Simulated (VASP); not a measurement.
# Sn8O16F (a cell with a defect) (F interstitial hop between voids) in VASP: single point with PBE

Aim: the single point of Sn8O16F (a cell with a defect) (F interstitial hop between voids) with PBE.

All numbers are computed with VASP 6.6.1; they aren't measurements. Logs are shortened: lines on timing, memory, paths and dates and some standing lists are left out, and cuts for length are marked.

### 1 The cell of the first run

The cell holds a defect, 25 atoms: a = 6.827 Å, b = 6.827 Å, c = 6.476 Å, α = 90.00°, β = 90.00°, γ = 90.00°.

### 2 Single point, PBE

Contents of INCAR:

```
SYSTEM = Sn8O16F
PREC = Accurate ; ENCUT = 520
EDIFF = 1E-6 ; ISMEAR = -1
SIGMA = 0.01 ; LREAL = Auto
LASPH = .True. ; NELM = 60
ALGO = Normal ; ISIF = 2
LWAVE = .False. ; LCHARG = .False.
GGA = PE ; NBANDS = 126
NELECT = 216.0
```

Contents of KPOINTS:

```
Automatic mesh
0
Gamma
  1 1 1
  0 0 0
```

Contents of POSCAR:

```
Sn8O16F
1.0
    4.8274600300      4.8274600300      0.0000000000
   -4.8274600300      4.8274600300      0.0000000000
    0.0000000000      0.0000000000      6.4759066800
Sn O F
8 16 1
Direct
   -0.0066823961      0.5083043639      0.2481130565
    0.4981224050     -0.0062229412      0.2488121092
    0.0062240805      0.0013674893      0.0001019162
    0.4854917463      0.4867085352      0.0000997544
   -0.0066845711      0.5083028103      0.7520948403
    0.4981227157     -0.0062180732      0.7513956331
   -0.0075360541      0.0097481905      0.5001026358
    0.5020833906      0.4924110164      0.5001015549
   -0.0103542028      0.8165421310      0.2561369522
    0.5375515248      0.2991862162      0.2630311220
   -0.0089568841      0.1992637938      0.2492676439
    0.4958153947      0.6828648978      0.2528845891
    0.3099460152     -0.0772182468      0.0001048502
    0.7959713754      0.4993839379      0.0001043869
    0.1707244586      0.5703950904      0.0001046958
    0.6930687109     -0.0005635469      0.0001045413
   -0.0103557564      0.8165403702      0.7440687827
    0.5375794898      0.2991866304      0.7371656566
   -0.0089688987      0.1992623438      0.7509353115
    0.4958129089      0.6828661407      0.7473199104
    0.3018107847      0.0104119971      0.5001049521
    0.8106485555      0.5145338303      0.5001012461
    0.1920319369      0.4869696456      0.5001052609
    0.6867938791     -0.0196639640      0.5001015549
    0.2909457543      0.2539753809      0.0000753562
```

Potentials or basis: VASP PAW PBE potentials, release 64 (Sn_d, O, F).

Run with:

```
> cat potpaw_PBE.64/Sn_d/POTCAR potpaw_PBE.64/O/POTCAR potpaw_PBE.64/F/POTCAR > POTCAR
> mpirun -np 1 vasp_gam > vasp.out
```

OUTCAR:

```text
SYSTEM = Sn8O16F
   PREC = Accurate
   ENCUT = 520
   EDIFF = 1E-6
   ISMEAR = -1
   LREAL = Auto
   LASPH = .True.
   NELM = 60
   ISIF = 2
   GGA = PE
   NELECT = 216.0

 ion  position               nearest neighbor table
   1  0.993  0.508  0.248-  22 2.05  15 2.06  14 2.10   9 2.11  11 2.11  23 2.13   5 3.21   5 3.26
                             4 3.73   3 3.73   8 3.73
   2  0.498  0.994  0.249-  24 2.08  16 2.09  10 2.10  21 2.11  13 2.12  12 2.12  25 2.78   6 3.22
                             6 3.25   3 3.72   4 3.73   7 3.75
   3  0.006  0.001  0.000-  17 2.09   9 2.09  11 2.11  19 2.11  16 2.14  13 2.14  25 2.60   7 3.24
                             7 3.24   6 3.72   2 3.72   5 3.73   1 3.73
   4  0.485  0.487  0.000-  25 2.07  20 2.12  12 2.12  14 2.12  10 2.16  18 2.16  15 2.22   8 3.24
                             8 3.24   5 3.73   1 3.73   6 3.73   2 3.73
   5  0.993  0.508  0.752-  22 2.05  15 2.06  14 2.10  17 2.11  19 2.11  23 2.13   1 3.21   1 3.26
                             4 3.73   3 3.73   8 3.73
   6  0.498  0.994  0.751-  24 2.08  16 2.09  18 2.10  21 2.11  13 2.12  20 2.12  25 2.78   2 3.22
                             2 3.25   3 3.72   4 3.73   7 3.75
   7  0.992  0.010  0.500-   9 2.06  17 2.06  19 2.08  11 2.08  24 2.10  21 2.11   3 3.24   3 3.24
                             2 3.75   6 3.75
   8  0.502  0.492  0.500-  18 2.04  10 2.04  12 2.06  20 2.06  22 2.11  23 2.12   4 3.24   4 3.24
                             5 3.73   1 3.73
   9  0.990  0.817  0.256-   7 2.06   3 2.09   1 2.11
  10  0.538  0.299  0.263-   8 2.04   2 2.10   4 2.16
  11  0.991  0.199  0.249-   7 2.08   3 2.11   1 2.11
  12  0.496  0.683  0.253-   8 2.06   4 2.12   2 2.12
  13  0.310  0.923  0.000-   2 2.12   6 2.12   3 2.14
  14  0.796  0.499  0.000-   5 2.10   1 2.10   4 2.12
[... 8 lines left out ...]
  23  0.192  0.487  0.500-   8 2.12   5 2.13   1 2.13
  24  0.687  0.980  0.500-   2 2.08   6 2.08   7 2.10
  25  0.291  0.254  0.000-   4 2.07   3 2.60   6 2.78   2 2.78

  LATTYP: Found a simple tetragonal cell.
 ALAT       =     6.8270594462
 C/A-ratio  =     0.9485645659

  Lattice vectors:

 A1 = (   4.8274600300,   4.8274600300,   0.0000000000)
 A2 = (  -4.8274600300,   4.8274600300,   0.0000000000)
 A3 = (   0.0000000000,   0.0000000000,   6.4759066800)

Analysis of symmetry for initial positions (statically):
=====================================================================
 Subroutine PRICEL returns:
 Original cell was already a primitive cell.

 Routine SETGRP: Setting up the symmetry group for a
 simple tetragonal supercell.

 Subroutine GETGRP returns: Found  1 space group operations
 (whereof  1 operations were pure point group operations)
 out of a pool of 16 trial point group operations.

The static configuration has the point symmetry C_1 .

Analysis of symmetry for dynamics (positions and initial velocities):
=====================================================================
 Subroutine PRICEL returns:
 Original cell was already a primitive cell.

 Routine SETGRP: Setting up the symmetry group for a
 simple tetragonal supercell.

 Subroutine GETGRP returns: Found  1 space group operations
 (whereof  1 operations were pure point group operations)
 out of a pool of 16 trial point group operations.

The dynamic configuration has the point symmetry C_1 .

 Subroutine INISYM returns: Found  1 space group operations
 (whereof  1 operations are pure point group operations),
 and found     1 'primitive' translations

----------------------------------------------------------------------------------------

                                     Primitive cell

  volume of cell :     301.8339

  direct lattice vectors                    reciprocal lattice vectors
     4.827460030  4.827460030  0.000000000     0.103574136  0.103574136  0.000000000
    -4.827460030  4.827460030  0.000000000    -0.103574136  0.103574136  0.000000000
     0.000000000  0.000000000  6.475906680     0.000000000  0.000000000  0.154418532

  length of vectors
     6.827059446  6.827059446  6.475906680     0.146475947  0.146475947  0.154418532

  position of ions in fractional coordinates (direct lattice)
     0.993317604  0.508304364  0.248113057
     0.498122405  0.993777059  0.248812109
     0.006224080  0.001367489  0.000101916
     0.485491746  0.486708535  0.000099754
     0.993315429  0.508302810  0.752094840
     0.498122716  0.993781927  0.751395633
[... 17 lines left out ...]
     0.686793879  0.980336036  0.500101555
     0.290945754  0.253975381  0.000075356

  ion indices of the primitive-cell ions
   primitive index   ion index
                 1           1
                 2           2
                 3           3
                 4           4
                 5           5
                 6           6
[... 17 lines left out ...]
                24          24
                25          25

----------------------------------------------------------------------------------------

 KPOINTS: Automatic mesh

Automatic generation of k-mesh.
 Grid dimensions read from file:
 generate k-points for:    1    1    1

 Generating k-lattice:

  Cartesian coordinates                     Fractional coordinates (reciprocal lattice)
     0.103574136  0.103574136  0.000000000     1.000000000  0.000000000  0.000000000
    -0.103574136  0.103574136  0.000000000     0.000000000  1.000000000  0.000000000
     0.000000000  0.000000000  0.154418532     0.000000000  0.000000000  1.000000000

  Length of vectors
     0.146475947  0.146475947  0.154418532

  Shift w.r.t. Gamma in fractional coordinates (k-lattice)
     0.000000000  0.000000000  0.000000000

 Subroutine IBZKPT returns following result:
 ===========================================

 Found      1 irreducible k-points:

 Following reciprocal coordinates:
            Coordinates               Weight
  0.000000  0.000000  0.000000      1.000000
   k-points           NKPTS =      1   k-points in BZ     NKDIM =      1   number of bands    NBANDS=    126
   number of dos      NEDOS =    301   number of ions     NIONS =     25
   total plane-waves  NPLWV = 139968
   dimension x,y,z NGX =    54 NGY =   54 NGZ =   48
   dimension x,y,z NGXF=   108 NGYF=  108 NGZF=   96
   ions per type =               8  16   1
   NGX,Y,Z   is equivalent  to a cutoff of  13.15, 13.15, 12.32 a.u.
   NGXF,Y,Z  is equivalent  to a cutoff of  26.30, 26.30, 24.64 a.u.
 SYSTEM =  Sn8O16F
   PREC   = accura    normal or accurate (medium, high low for compatibility)
   ISTART =      0    job   : 0-new  1-cont  2-samecut
   ICHARG =      2    charge: 1-file 2-atom 10-const
   ISPIN  =      1    spin polarized calculation?
   LNONCOLLINEAR =      F non collinear calculations
   LSORBIT =      F    spin-orbit coupling
   LASPH  =      T    aspherical Exc in radial PAW
   ENCUT  =  520.0 eV  38.22 Ry    6.18 a.u.  12.69 12.69 12.04*2*pi/ulx,y,z
   NELM   =     60;   NELMIN=  2; NELMDL= -5     # of ELM steps
   EDIFF  = 0.1E-05   stopping-criterion for ELM
   LREAL  =      T    real-space projection
   EDIFFG = 0.1E-04   stopping-criterion for IOM
   NSW    =      0    number of steps for IOM
   IBRION =     -1    ionic relax: 0-MD 1-quasi-New 2-CG
   NFREE  =      0    steps in history (QN), initial steepest desc. (CG)
   ISIF   =      2    stress and relaxation
   ISYM   =      2    0-nonsym 1-usesym 2-fastsym
   POTIM  = 0.5000    time-step for ionic-motion
   TEBEG  =    0.0;   TEEND  =   0.0 temperature during run
   PSTRESS=    0.0 pullay stress
   NELECT =     216.0000    total number of electrons
   NUPDOWN=      -1.0000    fix difference up-down
   EMIN   =  10.00;   EMAX   =-10.00  energy-range for DOS
   EFERMI =   0.00;   METHOD = LEGACY
   ISMEAR =    -1;   SIGMA  =   0.01  broadening in eV -4-tet -1-fermi 0-gaus
   EFERMI_NEDOS =   21; number of points for ismear=-14 and -15
   IALGO  =     38    algorithm
   IMIX   =      4    mixing-type and parameters
     AMIX     =   0.40;   BMIX     =  1.00
     AMIX_MAG =   1.60;   BMIX_MAG =  1.00
  volume/ion in A,a.u.               =      12.07        81.48
  Fermi-wavevector in a.u.,A,eV,Ry     =   1.464323  2.767168 29.174165  2.144241
  Thomas-Fermi vector in A             =   2.580312
   LORBIT       =      0    0 simple, 1 ext, 2 COOP (PROOUT), +10 PAW based schemes
   GGA     = PE    functional components
   LHFCALC =     F    Hartree Fock is set to
   AEXX    =    0.0000 exact exchange contribution
   IVDW    =     0    specifies the selected vdW correction
   LEPSILON=     F    determine dielectric tensor
   LRPA    =     F    only Hartree local field effects (RPA)
 non-spin polarized calculation
  energy-cutoff  :      520.00
  volume of cell :      301.83
 maximum number of plane-waves:      4061
 NGX is ok and might be reduce to    50
   NGX = 25   NGY = 25   NGZ = 25

 number of electron     216.0000007 magnetization

 Free energy of the ion-electron system (eV)
  ---------------------------------------------------
  ext. energy  EPLUGINS =         0.00000000
  ---------------------------------------------------
  free energy    TOTEN  =      -140.77887771 eV

  energy without entropy =     -140.77887584  energy(sigma->0) =     -140.77887677

 E-fermi :   6.4032     XC(G=0): -11.1844

 val. band max:        6.2774005585   @ k =   0.0000   0.0000   0.0000
 cond. band min:       6.5290149634   @ k =   0.0000   0.0000   0.0000
 fundamental gap:      0.2516144049
 Fermi energy:         6.4032076995

 k-point     1 :       0.0000    0.0000    0.0000
  band No.  band energies     occupation
      1     -16.0779      2.00000
      2     -15.3458      2.00000
      3     -15.2550      2.00000
      4     -15.2173      2.00000
      5     -15.2030      2.00000
      6     -15.1129      2.00000
[... 112 lines left out ...]
    119      12.7799      0.00000
    120      13.2538      0.00000
 [bands above 120 left out]

------------------------ aborting loop because EDIFF is reached ----------------------------------------

  FORCE on cell =-STRESS in cart. coord.  units (eV):
  Direction    XX          YY          ZZ          XY          YZ          ZX
  --------------------------------------------------------------------------------------
  -------------------------------------------------------------------------------------
  Total       19.8027334     17.5044492     15.1793264     -1.9348564      0.0000471      0.0002216
  in kB      105.1157451     92.9161232     80.5740383    -10.2704950      0.0002500      0.0011761
  external PRESSURE =      92.8686355 kB  Pullay stress =       0.0000000 kB

 VOLUME and BASIS-vectors are now :
 -----------------------------------------------------------------------------
  energy-cutoff  :      520.00
  volume of cell :      301.83
      direct lattice vectors                 reciprocal lattice vectors
     4.827460030  4.827460030  0.000000000     0.103574136  0.103574136  0.000000000
    -4.827460030  4.827460030  0.000000000    -0.103574136  0.103574136  0.000000000
     0.000000000  0.000000000  6.475906680     0.000000000  0.000000000  0.154418532

 POSITION                                       TOTAL-FORCE (eV/Angst)
 -----------------------------------------------------------------------------------
      2.34138      7.24902      1.60676         0.025810      0.002874      0.005337
     -2.39275      7.20209      1.61128        -0.009186     -0.001514      0.007923
      0.02344      0.03665      0.00066         0.009436     -0.013148      0.000931
     -0.00587      4.69326      0.00065        -0.017121      0.092797      0.000876
      2.34138      7.24900      4.87050         0.026511      0.004985     -0.006522
     -2.39278      7.20211      4.86597        -0.007400     -0.001540     -0.007262
[... 17 lines left out ...]
     -1.41706      8.04800      3.23861         0.019138      0.014836      0.000632
      0.17847      2.63058      0.00049         0.017923     -0.087987      0.000113
 -----------------------------------------------------------------------------------
    total drift:                                0.021387      0.010214      0.003364

  FREE ENERGIE OF THE ION-ELECTRON SYSTEM (eV)
  ---------------------------------------------------
  free  energy   TOTEN  =      -140.7788777082 eV

  energy  without entropy=     -140.7788758408  energy(sigma->0) =     -140.77887677
```

Wall time 2.4 min (1 thread of AMD EPYC 7R13, shared host); peak memory 0.3 GiB.

What came out:

```
Free energy   : -140.7789 eV
Largest force : 0.094 eV/Å
```

Forces in eV/Å, atoms in the order of the input:
```
Sn   0.026  0.003  0.005
Sn  -0.009 -0.002  0.008
Sn   0.009 -0.013  0.001
Sn  -0.017  0.093  0.001
Sn   0.027  0.005 -0.007
Sn  -0.007 -0.002 -0.007
Sn  -0.010 -0.007  0.001
Sn  -0.007 -0.004  0.000
O    0.009 -0.010  0.002
O    0.026 -0.015 -0.018
O   -0.029  0.026 -0.001
O   -0.018  0.010 -0.001
O   -0.004 -0.026  0.000
O   -0.031 -0.025 -0.001
O    0.000  0.030 -0.001
O    0.029  0.018  0.000
O    0.010 -0.010 -0.002
O    0.026 -0.014  0.017
O   -0.029  0.026  0.001
O   -0.019  0.010  0.001
O   -0.014 -0.007 -0.001
O   -0.023 -0.022 -0.001
O    0.020  0.009  0.001
O    0.019  0.015  0.001
F    0.018 -0.088  0.000
```

Levels at points of the mesh, in eV from the Fermi level:
| k point | band 104 | band 105 | band 106 | band 107 | band 108 | band 109 | band 110 | band 111 | band 112 | band 113 |
| --- | --- | --- | --- | --- | --- | --- | --- | --- | --- | --- |
| (0.00, 0.00, 0.00) | -1.20 | -1.07 | -1.05 | -0.63 | -0.13 | 0.13 | 3.44 | 3.56 | 3.74 | 4.02 |

Caveat: the k points lie up to 0.97 Å⁻¹ apart; the cell carries a net charge on a neutralising background, which shifts energy and pressure; the cell is charged against a uniform background, so pressure and absolute levels hang on convention; spin-orbit coupling is left out, which moves the levels of the heavy elements.
